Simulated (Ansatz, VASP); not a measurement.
One calculation of TaAlCl6, two programs

```
Ta Al Cl
1.0
     6.50207    3.75397    2.05477
    -6.50207    3.75397    2.05477
     0.00000   -7.50794    2.05477
Ta Al Cl
1 1 6
Direct
  0.50000 0.50000 0.50000
  0.00000 0.00000 0.00000
  0.31658 0.31658 0.06814
  0.06814 0.31658 0.31658
  0.31658 0.06814 0.31658
  0.93186 0.68342 0.68342
  0.68342 0.68342 0.93186
  0.68342 0.93186 0.68342
```

Alike in both runs: functional PBE; k mesh 6 × 6 × 6; occupations gaussian, width 0.1 eV; collinear spin.

Ansatz relaxed the structure, and its values are those at the end. VASP's run is a single point on that final structure, the one shown.

```csv
,VASP,Ansatz
version,VASP 6.6.1,Ansatz 0.2.0
potentials or method,"VASP PAW PBE potentials, release 64 (Ta_pv, Al, Cl), cutoff 500 eV","scalar-relativistic, plane waves, PAW"
valence electrons in the cell,56,58
```

```csv
,VASP,Ansatz,Ansatz less VASP
gap on the k mesh at the Fermi level (eV),none,none,-
pressure (GPa),-0.1,0.0,+0.07
rms of the force components (eV/Å),0.007,0.001,-0.0062
net moment per atom (μB),0.25,0.25,0.000
size of the moment on the site where the two differ most (μB),1.36,1.07,-0.296
```

Site moments also hang on the region over which each program counts them. A gap of «none» marks a metal or a gap that the smearing closes. The functional is the same, so the differences come from potentials, cutoffs and numerics. VASP's potentials hold 56 valence electrons a cell and Ansatz's 58, so a difference there can come from the potentials and not from the codes. Ansatz's warnings: xc potential rough in thin density.

Spin-orbit coupling is off throughout.
